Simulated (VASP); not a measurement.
# HfC (NiAs type) (P6_3/mmc) in VASP: single point with PBE

Aim: the single point of HfC (NiAs type) with PBE.

All numbers are computed with VASP 6.6.1; they aren't measurements. Logs are shortened: lines on timing, memory, paths and dates and some standing lists are left out, and cuts for length are marked.

### 1 The cell of the first run

The structure is hexagonal, space group P6_3/mmc (No. 194). Conventional cell: a = 3.076 Å, b = 3.076 Å, c = 5.517 Å, α = 90.00°, β = 90.00°, γ = 120.00°. Within 3.0 Å of Hf (site symmetry -3m) lie 6 C at 2.25 Å and 2 Hf at 2.76 Å. C (site symmetry -6m2) has 6 Hf at 2.25 Å within 3.0 Å.

### 2 Single point, PBE

File INCAR:

```
PREC = Accurate ; ENCUT = 520
EDIFF = 1E-6 ; ISMEAR = -1
SIGMA = 0.1 ; LREAL = False
LASPH = True ; NELM = 100
ALGO = Normal ; ISIF = 2
LWAVE = False ; LCHARG = False
GGA = PE ; NBANDS = 22
```

File KPOINTS:

```
regular mesh
0
Gamma
  10 10 6
```

File POSCAR:

```
HfC
1.0
    3.0760180321      0.0000000000      0.0000000000
   -1.5380090160      2.6639097583      0.0000000000
    0.0000000000      0.0000000000      5.5166109612
Hf C
2 2
Direct
    0.0000000000      0.0000000000      0.0000000000
    0.0000000000      0.0000000000      0.5000000000
    0.3333333333      0.6666666667      0.2500000000
    0.6666666667      0.3333333333      0.7500000000
```

Potentials or basis: VASP PAW PBE potentials, release 64 (Hf_pv, C).

Started as:

```sh
$ cat potpaw_PBE.64/Hf_pv/POTCAR potpaw_PBE.64/C/POTCAR > POTCAR
$ mpirun -np 1 vasp_std > vasp.out
```

OUTCAR:

```text
PREC = Accurate
   ENCUT = 520
   EDIFF = 1E-6
   ISMEAR = -1
   LREAL = False
   LASPH = True
   NELM = 100
   ISIF = 2
   GGA = PE

 ion  position               nearest neighbor table
   1  0.000  0.000  0.000-   3 2.25   4 2.25   3 2.25   4 2.25   4 2.25   3 2.25   2 2.76   2 2.76

   2  0.000  0.000  0.500-   3 2.25   4 2.25   3 2.25   4 2.25   4 2.25   3 2.25   1 2.76   1 2.76

   3  0.333  0.667  0.250-   1 2.25   2 2.25   1 2.25   2 2.25   1 2.25   2 2.25
   4  0.667  0.333  0.750-   1 2.25   2 2.25   1 2.25   2 2.25   1 2.25   2 2.25

  LATTYP: Found a hexagonal cell.
 ALAT       =     3.0760180321
 C/A-ratio  =     1.7934260800

  Lattice vectors:

 A1 = (   3.0760180321,   0.0000000000,   0.0000000000)
 A2 = (  -1.5380090160,   2.6639097583,   0.0000000000)
 A3 = (   0.0000000000,   0.0000000000,   5.5166109612)

Analysis of symmetry for initial positions (statically):
=====================================================================
 Subroutine PRICEL returns:
 Original cell was already a primitive cell.

 Routine SETGRP: Setting up the symmetry group for a
 hexagonal supercell.

 Subroutine GETGRP returns: Found 24 space group operations
 (whereof 12 operations were pure point group operations)
 out of a pool of 24 trial point group operations.

The static configuration has the point symmetry D_3d.
 The point group associated with its full space group is D_6h.

Analysis of symmetry for dynamics (positions and initial velocities):
=====================================================================
 Subroutine PRICEL returns:
 Original cell was already a primitive cell.

 Routine SETGRP: Setting up the symmetry group for a
 hexagonal supercell.

 Subroutine GETGRP returns: Found 24 space group operations
 (whereof 12 operations were pure point group operations)
 out of a pool of 24 trial point group operations.

The dynamic configuration has the point symmetry D_3d.
 The point group associated with its full space group is D_6h.

 Subroutine INISYM returns: Found 24 space group operations
 (whereof 12 operations are pure point group operations),
 and found     1 'primitive' translations

----------------------------------------------------------------------------------------

                                     Primitive cell

  volume of cell :      45.2044

  direct lattice vectors                    reciprocal lattice vectors
     3.076018032  0.000000000  0.000000000     0.325095623  0.187694046  0.000000000
    -1.538009016  2.663909758  0.000000000     0.000000000  0.375388091  0.000000000
     0.000000000  0.000000000  5.516610961     0.000000000  0.000000000  0.181270713

  length of vectors
     3.076018032  3.076018032  5.516610961     0.375388091  0.375388091  0.181270713

  position of ions in fractional coordinates (direct lattice)
     0.000000000  0.000000000  0.000000000
     0.000000000  0.000000000  0.500000000
     0.333333333  0.666666667  0.250000000
     0.666666667  0.333333333  0.750000000

  ion indices of the primitive-cell ions
   primitive index   ion index
                 1           1
                 2           2
                 3           3
                 4           4

----------------------------------------------------------------------------------------

 KPOINTS: regular mesh

Automatic generation of k-mesh.
 Grid dimensions read from file:
 generate k-points for:   10   10    6

 Generating k-lattice:

  Cartesian coordinates                     Fractional coordinates (reciprocal lattice)
     0.032509562  0.018769405  0.000000000     0.100000000  0.000000000  0.000000000
     0.000000000  0.037538809  0.000000000     0.000000000  0.100000000  0.000000000
     0.000000000  0.000000000  0.030211785     0.000000000  0.000000000  0.166666667

  Length of vectors
     0.037538809  0.037538809  0.030211785

  Shift w.r.t. Gamma in fractional coordinates (k-lattice)
     0.000000000  0.000000000  0.000000000

 Subroutine IBZKPT returns following result:
 ===========================================

 Found     56 irreducible k-points:

 Following reciprocal coordinates:
            Coordinates               Weight
  0.000000  0.000000  0.000000      1.000000
  0.100000 -0.000000  0.000000      6.000000
  0.200000 -0.000000  0.000000      6.000000
  0.300000  0.000000  0.000000      6.000000
  0.400000  0.000000  0.000000      6.000000
  0.500000 -0.000000  0.000000      3.000000
[... 16 lines left out ...]
  0.300000  0.100000  0.166667     24.000000
  0.400000  0.100000  0.166667     24.000000
 [... further k-points ...]
   k-points           NKPTS =     56   k-points in BZ     NKDIM =     56   number of bands    NBANDS=     22
   number of dos      NEDOS =    301   number of ions     NIONS =      4
   total plane-waves  NPLWV =  24192
   dimension x,y,z NGX =    24 NGY =   24 NGZ =   42
   dimension x,y,z NGXF=    48 NGYF=   48 NGZF=   84
   ions per type =               2   2
   NGX,Y,Z   is equivalent  to a cutoff of  12.97, 12.97, 12.66 a.u.
   NGXF,Y,Z  is equivalent  to a cutoff of  25.94, 25.94, 25.31 a.u.
 SYSTEM =  unknown system
   PREC   = accura    normal or accurate (medium, high low for compatibility)
   ISTART =      0    job   : 0-new  1-cont  2-samecut
   ICHARG =      2    charge: 1-file 2-atom 10-const
   ISPIN  =      1    spin polarized calculation?
   LNONCOLLINEAR =      F non collinear calculations
   LSORBIT =      F    spin-orbit coupling
   LASPH  =      T    aspherical Exc in radial PAW
   ENCUT  =  520.0 eV  38.22 Ry    6.18 a.u.   5.72  5.72 10.26*2*pi/ulx,y,z
   NELM   =    100;   NELMIN=  2; NELMDL= -5     # of ELM steps
   EDIFF  = 0.1E-05   stopping-criterion for ELM
   LREAL  =      F    real-space projection
   EDIFFG = 0.1E-04   stopping-criterion for IOM
   NSW    =      0    number of steps for IOM
   IBRION =     -1    ionic relax: 0-MD 1-quasi-New 2-CG
   NFREE  =      0    steps in history (QN), initial steepest desc. (CG)
   ISIF   =      2    stress and relaxation
   ISYM   =      2    0-nonsym 1-usesym 2-fastsym
   POTIM  = 0.5000    time-step for ionic-motion
   TEBEG  =    0.0;   TEEND  =   0.0 temperature during run
   PSTRESS=    0.0 pullay stress
   NELECT =      28.0000    total number of electrons
   NUPDOWN=      -1.0000    fix difference up-down
   EMIN   =  10.00;   EMAX   =-10.00  energy-range for DOS
   EFERMI =   0.00;   METHOD = LEGACY
   ISMEAR =    -1;   SIGMA  =   0.10  broadening in eV -4-tet -1-fermi 0-gaus
   EFERMI_NEDOS =   21; number of points for ismear=-14 and -15
   IALGO  =     38    algorithm
   IMIX   =      4    mixing-type and parameters
     AMIX     =   0.40;   BMIX     =  1.00
     AMIX_MAG =   1.60;   BMIX_MAG =  1.00
  volume/ion in A,a.u.               =      11.30        76.26
  Fermi-wavevector in a.u.,A,eV,Ry     =   1.395513  2.637137 26.496760  1.947457
  Thomas-Fermi vector in A             =   2.518958
   LORBIT       =      0    0 simple, 1 ext, 2 COOP (PROOUT), +10 PAW based schemes
   GGA     = PE    functional components
   LHFCALC =     F    Hartree Fock is set to
   AEXX    =    0.0000 exact exchange contribution
   IVDW    =     0    specifies the selected vdW correction
   LEPSILON=     F    determine dielectric tensor
   LRPA    =     F    only Hartree local field effects (RPA)
 non-spin polarized calculation
  energy-cutoff  :      520.00
  volume of cell :       45.20
 maximum number of plane-waves:      1228
 NGX is ok and might be reduce to    24
   NGX = 11   NGY = 11   NGZ = 21

 number of electron      27.9999997 magnetization

 Free energy of the ion-electron system (eV)
  ---------------------------------------------------
  ext. energy  EPLUGINS =         0.00000000
  ---------------------------------------------------
  free energy    TOTEN  =       -38.95748187 eV

  energy without entropy =      -38.92671117  energy(sigma->0) =      -38.94209652

 E-fermi :   6.6745     XC(G=0): -12.7720

 val. band max:        6.6606913927   @ k =   0.2000   0.1000   0.0000
 cond. band min:       6.7605062373   @ k =   0.2000  -0.0000   0.0000
 fundamental gap:      0.0998148446
 Fermi energy:         6.6744840703

 k-point     1 :       0.0000    0.0000    0.0000
  band No.  band energies     occupation
      1     -23.6752      2.00000
      2     -22.4083      2.00000
      3     -22.4083      2.00000
      4     -22.2291      2.00000
      5     -22.2291      2.00000
      6     -22.0043      2.00000
[... 14 lines left out ...]
     21      14.1283      0.00000
     22      14.4161      0.00000

 k-point     2 :       0.1000   -0.0000    0.0000
  band No.  band energies     occupation
      1     -23.6514      2.00000
      2     -22.5146      2.00000
      3     -22.4309      2.00000
      4     -22.3206      2.00000
      5     -22.2487      2.00000
      6     -21.9922      2.00000
[... 14 lines left out ...]
     21      14.2202      0.00000
     22      15.4011      0.00000

 k-point     3 :       0.2000   -0.0000    0.0000
  band No.  band energies     occupation
      1     -23.5884      2.00000
      2     -22.7828      2.00000
      3     -22.5537      2.00000
      4     -22.4896      2.00000
      5     -22.2995      2.00000
      6     -21.9602      2.00000
[... 14 lines left out ...]
     21      14.7751      0.00000
     22      15.9816      0.00000

 k-point     4 :       0.3000    0.0000    0.0000
  band No.  band energies     occupation
      1     -23.5095      2.00000
      2     -23.0963      2.00000
      3     -22.8299      2.00000
      4     -22.5610      2.00000
      5     -22.3616      2.00000
      6     -21.9204      2.00000
[... 14 lines left out ...]
     21      15.1538      0.00000
     22      15.6231      0.00000

 k-point     5 :       0.4000    0.0000    0.0000
  band No.  band energies     occupation
      1     -23.4469      2.00000
      2     -23.3351      2.00000
      3     -23.0446      2.00000
      4     -22.6179      2.00000
      5     -22.4112      2.00000
      6     -21.8879      2.00000
[... 14 lines left out ...]
     21      15.6632      0.00000
     22      15.7783      0.00000

 k-point     6 :       0.5000   -0.0000    0.0000
  band No.  band energies     occupation
      1     -23.4445      2.00000
      2     -23.4019      2.00000
      3     -23.1247      2.00000
      4     -22.6395      2.00000
      5     -22.4300      2.00000
      6     -21.8754      2.00000
[... 14 lines left out ...]
     21      15.9442      0.00000
     22      16.2287      0.00000

 k-point     7 :       0.1000    0.1000    0.0000
  band No.  band energies     occupation
      1     -23.6080      2.00000
      2     -22.6937      2.00000
      3     -22.4795      2.00000
      4     -22.4759      2.00000
      5     -22.2909      2.00000
      6     -21.9701      2.00000
[... 324 lines left out ...]
      6     -21.9902      2.00000
[... 14 lines left out ...]
     21      15.3139      0.00000
     22      16.0844      0.00000

 k-point    21 :       0.1000    0.1000    0.1667
  band No.  band energies     occupation
      1     -23.5101      2.00000
      2     -22.6803      2.00000
      3     -22.4904      2.00000
      4     -22.4671      2.00000
      5     -22.3038      2.00000
      6     -22.0927      2.00000
[... 14 lines left out ...]
     21      14.2909      0.00000
     22      14.6690      0.00000

 k-point    22 :       0.2000    0.1000    0.1667
  band No.  band energies     occupation
      1     -23.4409      2.00000
      2     -22.9495      2.00000
      3     -22.7304      2.00000
      4     -22.5504      2.00000
      5     -22.3777      2.00000
      6     -22.0536      2.00000
[... 14 lines left out ...]
     21      14.8107      0.00000
     22      15.5442      0.00000

 k-point    23 :       0.3000    0.1000    0.1667
  band No.  band energies     occupation
      1     -23.3711      2.00000
      2     -23.2041      2.00000
      3     -22.9607      2.00000
      4     -22.6335      2.00000
      5     -22.4512      2.00000
      6     -22.0145      2.00000
[... 14 lines left out ...]
     21      15.0361      0.00000
     22      16.0006      0.00000

 k-point    24 :       0.4000    0.1000    0.1667
  band No.  band energies     occupation
      1     -23.3651      2.00000
      2     -23.3174      2.00000
      3     -23.0994      2.00000
      4     -22.6843      2.00000
      5     -22.4963      2.00000
      6     -21.9902      2.00000
[... 14 lines left out ...]
     21      15.4252      0.00000
     22      15.9834      0.00000

 [... further k-points ...]
[... 5 lines left out ...]
  --------------------------------------------------------------------------------------
  -------------------------------------------------------------------------------------
  Total       13.2339814     13.2339814     12.9876538      0.0000000      0.0000000      0.0000000
  in kB      469.0513161    469.0513161    460.3207389      0.0000000      0.0000000      0.0000000
  external PRESSURE =     466.1411237 kB  Pullay stress =       0.0000000 kB

 VOLUME and BASIS-vectors are now :
 -----------------------------------------------------------------------------
  energy-cutoff  :      520.00
  volume of cell :       45.20
      direct lattice vectors                 reciprocal lattice vectors
     3.076018032  0.000000000  0.000000000     0.325095623  0.187694046  0.000000000
    -1.538009016  2.663909758  0.000000000     0.000000000  0.375388091  0.000000000
     0.000000000  0.000000000  5.516610961     0.000000000  0.000000000  0.181270713

 POSITION                                       TOTAL-FORCE (eV/Angst)
 -----------------------------------------------------------------------------------
      0.00000      0.00000      0.00000         0.000000      0.000000      0.000000
      0.00000      0.00000      2.75831         0.000000      0.000000      0.000000
     -0.00000      1.77594      1.37915        -0.000000      0.000000     -0.000000
      1.53801      0.88797      4.13746         0.000000     -0.000000     -0.000000
 -----------------------------------------------------------------------------------
    total drift:                               -0.000000      0.000000      0.000000

  FREE ENERGIE OF THE ION-ELECTRON SYSTEM (eV)
  ---------------------------------------------------
  free  energy   TOTEN  =       -38.9574818669 eV

  energy  without entropy=      -38.9267111692  energy(sigma->0) =      -38.94209652
```

Wall time 26 s (1 thread of Intel Xeon Platinum 8488C (Sapphire Rapids), shared host); peak memory 0.19 GiB.

Results:

```
Free energy            : -38.9575 eV
Pressure               : 46.6 GPa
Band gap on the k mesh : zero (band 14 reaches 8.27 eV, above the bottom of band 15 at 6.45 eV)
```

Stress tensor (GPa, compression positive):
```
46.91  0.00  0.00
 0.00 46.91  0.00
 0.00  0.00 46.03
```

Levels at points of the mesh, in eV from the Fermi level:
```
           k point  band 12  band 13  band 14  band 15  band 16  band 17
(0.00, 0.00, 0.00)    -1.54     0.88     1.59     1.59     2.39     2.39
(0.50, 0.00, 0.00)    -1.79    -1.37    -0.65     0.61     2.06     6.38
(0.00, 0.00, 0.50)    -1.34    -1.34    -1.34     3.25     3.25     3.65
(0.50, 0.00, 0.50)    -2.00    -1.51    -1.51     1.26     1.26     6.96
```

Caveat: spin-orbit coupling is left out, which moves the levels of the heavy elements.
